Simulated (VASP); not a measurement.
A run of VASP 6.6.1:

The input INCAR:

```
SYSTEM = Sn3H
PREC     = Accurate       ! precision mode
ENCUT    = 600            ! plane-wave cutoff, eV
EDIFF    = 1E-7           ! SCF threshold, eV
ISMEAR   = 0              ! smearing method
SIGMA    = 0.1            ! smearing width, eV
LREAL    = .FALSE.        ! projectors in reciprocal space
LASPH    = .TRUE.         ! aspherical terms in the spheres
NELM     = 80             ! most SCF steps
ALGO     = Normal         ! electronic algorithm
ISIF     = 3              ! what is computed and relaxed
LWAVE    = .FALSE.        ! write WAVECAR
LCHARG   = .FALSE.        ! write CHGCAR
GGA      = PE             ! functional
IBRION   = 2              ! ionic algorithm
NSW      = 90             ! ionic steps
EDIFFG   = -0.04          ! ionic threshold
```

The input KPOINTS:

```
Automatic mesh
0
G
  4 4 4
  0 0 0
```

Contents of POSCAR:

```
Sn3H
1.0
    0.0000000000      3.8231070000      3.8231070000
    3.8231070000      0.0000000000      3.8231070000
    3.8231070000      3.8231070000      0.0000000000
Sn H
3 1
Direct
    0.7500000000      0.7500000000      0.7500000000
    0.2500000000      0.2500000000      0.2500000000
    0.0000000000      0.0000000000      0.0000000000
    0.5000000000      0.5000000000      0.5000000000
```

Potentials or basis: VASP PAW PBE potentials, release 64 (Sn_d, H).

Command:

```sh
$ cat potpaw_PBE.64/Sn_d/POTCAR potpaw_PBE.64/H/POTCAR > POTCAR
$ mpirun -np 1 vasp_std > vasp.out
```

Hardware: 1 thread of Intel(R) Xeon(R) Platinum 8488C (Sapphire Rapids) (shared host).

Q: Estimate the wall time of this run.

A: Wall time 82 s on 1 thread of Intel(R) Xeon(R) Platinum 8488C (Sapphire Rapids) (shared host), peak memory 0.34 GiB. Counts: scf iterations 41, k points 8, ion steps 3.
